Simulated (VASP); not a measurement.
# PbSe (Fm-3m) in VASP: notebook

Runs on PbSe. Level: PBEsol. Tasks: elastic constants.

Program: VASP 6.6.1. These are calculated values, not measurements. Logs are shortened: lines on timing, memory, paths and dates and some standing lists are left out, and cuts for length are marked.

## Step 1: The cell of the first run

Symmetry: Fm-3m, No. 225, cubic system. Conventional cell: a = 6.033 Å, b = 6.033 Å, c = 6.033 Å, α = 90.00°, β = 90.00°, γ = 90.00°. Pb (site symmetry m-3m) has 6 Se at 3.02 Å within 4.0 Å. Within 4.0 Å of Se (site symmetry m-3m) lie 6 Pb at 3.02 Å.

## Step 2: Elastic constants, PBEsol

Input file INCAR:

```
SYSTEM = PbSe
PREC = Accurate
ENCUT = 500
EDIFF = 1E-8
ISMEAR = 0
SIGMA = 0.01
LREAL = .False.
LASPH = .True.
NELM = 120
ALGO = Normal
ISIF = 3
LWAVE = .False.
LCHARG = .True.
GGA = PS
NBANDS = 17
IBRION = 6
NFREE = 2
POTIM = 0.015
NSW = 1
GGA_COMPAT = .False.
```

Input file KPOINTS:

```
Automatic mesh
0
Gamma
  14 14 14
  0 0 0
```

Input file POSCAR:

```
PbSe
1.0
    0.0000000000      3.0166890089      3.0166890089
    3.0166890089      0.0000000000      3.0166890089
    3.0166890089      3.0166890089      0.0000000000
Pb Se
1 1
Direct
    0.0000000000      0.0000000000      0.0000000000
    0.5000000000      0.5000000000      0.5000000000
```

Potentials or basis: VASP PAW PBE potentials, release 64 (Pb_d, Se).

On the command line:

```console
> cat potpaw_PBE.64/Pb_d/POTCAR potpaw_PBE.64/Se/POTCAR > POTCAR
> mpirun -np 1 vasp_std > vasp.out
```

OUTCAR:

```text
SYSTEM = PbSe
   PREC = Accurate
   ENCUT = 500
   EDIFF = 1E-8
   ISMEAR = 0
   LREAL = .False.
   LASPH = .True.
   NELM = 120
   ISIF = 3
   GGA = PS
   IBRION = 6
   NFREE = 2
   POTIM = 0.015
   NSW = 1

 ion  position               nearest neighbor table
   1  0.000  0.000  0.000-   2 3.02   2 3.02   2 3.02   2 3.02   2 3.02   2 3.02
   2  0.500  0.500  0.500-   1 3.02   1 3.02   1 3.02   1 3.02   1 3.02   1 3.02

  LATTYP: Found a face centered cubic cell.
 ALAT       =     6.0333780178

  Lattice vectors:

 A1 = (   0.0000000000,   3.0166890089,   3.0166890089)
 A2 = (   3.0166890089,   0.0000000000,   3.0166890089)
 A3 = (   3.0166890089,   3.0166890089,   0.0000000000)

Analysis of symmetry for initial positions (statically):
=====================================================================
 Subroutine PRICEL returns:
 Original cell was already a primitive cell.

 Routine SETGRP: Setting up the symmetry group for a
 face centered cubic supercell.

 Subroutine GETGRP returns: Found 48 space group operations
 (whereof 48 operations were pure point group operations)
 out of a pool of 48 trial point group operations.

The static configuration has the point symmetry O_h .

Analysis of symmetry for dynamics (positions and initial velocities):
=====================================================================
 Subroutine PRICEL returns:
 Original cell was already a primitive cell.

 Routine SETGRP: Setting up the symmetry group for a
 face centered cubic supercell.

 Subroutine GETGRP returns: Found 48 space group operations
 (whereof 48 operations were pure point group operations)
 out of a pool of 48 trial point group operations.

The dynamic configuration has the point symmetry O_h .

 Subroutine INISYM returns: Found 48 space group operations
 (whereof 48 operations are pure point group operations),
[... 338 lines left out ...]

 val. band max:        5.4942125099   @ k =   0.5000   0.0000   0.0000
 cond. band min:       5.5597963376   @ k =   0.5000   0.0000   0.0000
 fundamental gap:      0.0655838277
 Fermi energy:         5.5269914363

 k-point     1 :       0.0000    0.0000    0.0000
  band No.  band energies     occupation
      1     -11.3660      2.00000
      2     -11.3659      2.00000
      3     -11.3652      2.00000
      4     -11.3652      2.00000
      5     -11.3652      2.00000
      6      -8.5264      2.00000
[... 457 lines left out ...]
      4     -11.3454      2.00000
      5     -11.3385      2.00000
      6      -7.9335      2.00000
[... 9 lines left out ...]
     16      14.2360      0.00000
     17      15.9882      0.00000

 [... further k-points ...]
[... 5 lines left out ...]
  --------------------------------------------------------------------------------------
  -------------------------------------------------------------------------------------
  Total        0.6908704      0.6869079      0.6869079      0.0000000      0.0000000      0.0000000
  in kB       20.1597685     20.0441421     20.0441421      0.0000000      0.0000000      0.0000000
  external PRESSURE =      20.0826842 kB  Pullay stress =       0.0000000 kB
[... 17 lines left out ...]
  FREE ENERGIE OF THE ION-ELECTRON SYSTEM (eV)
  ---------------------------------------------------
  free  energy   TOTEN  =        -8.9039323175 eV

  energy  without entropy=       -8.9039323171  energy(sigma->0) =       -8.90393232

 INTERNAL STRAIN TENSORS FROM STRAINED CELLS
 ============================================

 INTERNAL STRAIN TENSOR FOR ION    1 for displacements in x,y,z  (eV/Angst):
          X           Y           Z          XY          YZ          ZX
  --------------------------------------------------------------------------------
  x     0.00000     0.00000     0.00000     0.00000    -0.00000    -0.00000
  y    -0.00000     0.00000    -0.00000     0.00000     0.00000    -0.00000
  z    -0.00000    -0.00000    -0.00000     0.00000    -0.00000    -0.00000

 INTERNAL STRAIN TENSORS FROM DISPLACED ATOMS
 ============================================

 INTERNAL STRAIN TENSOR FOR ION    1 for displacements in x,y,z  (eV/Angst):
          X           Y           Z          XY          YZ          ZX
  --------------------------------------------------------------------------------
  x     0.00000     0.00000     0.00000     0.00000     0.00000     0.00000
  y     0.00000     0.00000     0.00000     0.00000     0.00000     0.00000
  z     0.00000     0.00000     0.00000     0.00000     0.00000     0.00000

 INTERNAL STRAIN TENSOR FOR ION    2 for displacements in x,y,z  (eV/Angst):
          X           Y           Z          XY          YZ          ZX
  --------------------------------------------------------------------------------
  x     0.00000     0.00000     0.00000     0.00000     0.00000     0.00000
  y     0.00000     0.00000     0.00000     0.00000     0.00000     0.00000
  z     0.00000     0.00000     0.00000     0.00000     0.00000     0.00000

 Eigenvectors and eigenvalues of the dynamical matrix
 ----------------------------------------------------

   1 f  =    1.857588 THz    11.671570 2PiTHz   61.962470 cm-1     7.682364 meV
             X         Y         Z           dx          dy          dz
      0.000000  0.000000  0.000000     0.000000    0.527842    0.000000
      3.016689  3.016689  3.016689     0.000000   -0.849343    0.000000
[... 21 lines left out ...]
   6 f/i=    0.005576 THz     0.035035 2PiTHz    0.185996 cm-1     0.023061 meV
             X         Y         Z           dx          dy          dz
      0.000000  0.000000  0.000000     0.000000    0.000000    0.849343
      3.016689  3.016689  3.016689     0.000000    0.000000    0.527842

--------------------------------------------------------------------------------------------------------

 ELASTIC MODULI CONTR FROM IONIC RELAXATION (kBar)
 Direction    XX          YY          ZZ          XY          YZ          ZX
 --------------------------------------------------------------------------------
 XX           0.0000      0.0000      0.0000      0.0000      0.0000      0.0000
 YY           0.0000      0.0000      0.0000      0.0000      0.0000      0.0000
 ZZ           0.0000      0.0000      0.0000      0.0000      0.0000      0.0000
 XY           0.0000      0.0000      0.0000      0.0000      0.0000      0.0000
 YZ           0.0000      0.0000      0.0000      0.0000      0.0000      0.0000
 ZX           0.0000      0.0000      0.0000      0.0000      0.0000      0.0000
 --------------------------------------------------------------------------------

 TOTAL ELASTIC MODULI (kBar)
 Direction    XX          YY          ZZ          XY          YZ          ZX
 --------------------------------------------------------------------------------
 XX        1587.9552    101.7465    101.7465      0.0000      0.0000     -0.0000
 YY         101.7465   1587.9552    101.7465      0.0000     -0.0000     -0.0000
 ZZ         101.7465    101.7465   1587.9552      0.0000      0.0000      0.0000
 XY           0.0000      0.0000      0.0000    158.0612      0.0000      0.0000
 YZ           0.0000     -0.0000      0.0000      0.0000    158.0612      0.0000
 ZX          -0.0000     -0.0000      0.0000      0.0000      0.0000    158.0612
 --------------------------------------------------------------------------------
```

stdout:

```text
POSCAR found type information on POSCAR PbSe
 POSCAR found :  2 types and       2 ions
 scaLAPACK will be used
 -----------------------------------------------------------------------------
|                                                                             |
|                                                                             |
|     You enforced a specific xc type in the INCAR file but a different       |
|     I HOPE YOU KNOW WHAT YOU ARE DOING!                                     |
|                                                                             |
[... 33 lines left out ...]
 Finite differences progress:
 bond charge predicted
 Finite differences progress:
 bond charge predicted
 Finite differences progress:
 bond charge predicted
 Finite differences progress:
 bond charge predicted
 Finite differences progress:
 bond charge predicted
 Finite differences progress:
```

Wall time 56 min (1 thread of Intel Xeon Platinum 8375C at 2.90GHz (Ice Lake), shared host); peak memory 1.1 GiB.

Results:

```
Elastic constants C11, C12, C44                         : 159, 10, 16 GPa
Voigt bulk modulus                                      : 60 GPa
Highest phonon frequency at Γ, LO-TO splitting left out : 62 cm⁻¹
```

Phonon frequencies in cm⁻¹ (negative: imaginary):
| q point | frequencies |
| --- | --- |
| (0.000, 0.000, 0.000) | 0 0 0 62 62 62 |

Elastic tensor in Voigt notation (GPa, in the Cartesian axes of the cell as first typed):
```
159  10  10   0   0   0
 10 159  10   0   0   0
 10  10 159   0   0   0
  0   0   0  16   0   0
  0   0   0   0  16   0
  0   0   0   0   0  16
```

Clamped-ion elastic tensor (GPa):
```
159  10  10   0   0   0
 10 159  10   0   0   0
 10  10 159   0   0   0
  0   0   0  16   0   0
  0   0   0   0  16   0
  0   0   0   0   0  16
```

Caveat: the cell is under stress, which shifts elastic constants; the PAW data sets were made with another functional, which shifts forces and pressure a little; spin-orbit coupling is left out, which moves the levels of the heavy elements.

## Step 3: Elastic constants, PBEsol

This run uses another cell than the first one, of 25.62 Å³/atom.

Input file INCAR:

```
PREC = Accurate
ENCUT = 600
EDIFF = 1E-8
ISMEAR = 0
SIGMA = 0.01
LREAL = False
LASPH = True
NELM = 100
ALGO = Normal
ISIF = 3
LWAVE = False
LCHARG = True
GGA = PS
IBRION = 6
NFREE = 2
POTIM = 0.015
NSW = 1
```

Input file KPOINTS:

```
Automatic mesh
0
Gamma
  14 14 14
```

Input file POSCAR:

```
PbSe
1.0
    0.0000000000      2.9479987642      2.9479987642
    2.9479987642      0.0000000000      2.9479987642
    2.9479987642      2.9479987642      0.0000000000
Pb Se
1 1
Direct
    0.0000000000      0.0000000000      0.0000000000
    0.5000000000      0.5000000000      0.5000000000
```

Potentials or basis: VASP PAW PBE potentials, release 64 (Pb_d, Se).

On the command line:

```console
> cat potpaw_PBE.64/Pb_d/POTCAR potpaw_PBE.64/Se/POTCAR > POTCAR
> mpirun -np 1 vasp_std > vasp.out
```

Wall time 1.9 h (1 thread of Oxide Virtual Turin-like, shared host); peak memory 1.1 GiB.

It converged, with:

```
Elastic constants C11, C12, C44                         : 209, 10, 16 GPa
Voigt bulk modulus                                      : 76 GPa
Highest phonon frequency at Γ, LO-TO splitting left out : 94 cm⁻¹
```

Phonon frequencies in cm⁻¹ (negative: imaginary):
| q point | frequencies |
| --- | --- |
| (0.000, 0.000, 0.000) | 0 0 0 94 94 94 |

Elastic tensor in Voigt notation (GPa, in the Cartesian axes of the cell as first typed):
```
209  10  10   0   0   0
 10 209  10   0   0   0
 10  10 209   0   0   0
  0   0   0  16   0   0
  0   0   0   0  16   0
  0   0   0   0   0  16
```

Clamped-ion elastic tensor (GPa):
```
209  10  10   0   0   0
 10 209  10   0   0   0
 10  10 209   0   0   0
  0   0   0  16   0   0
  0   0   0   0  16   0
  0   0   0   0   0  16
```

Caveat: the cell is under stress, which shifts elastic constants; the PAW data sets were made with another functional, which shifts forces and pressure a little; spin-orbit coupling is left out, which moves the levels of the heavy elements.
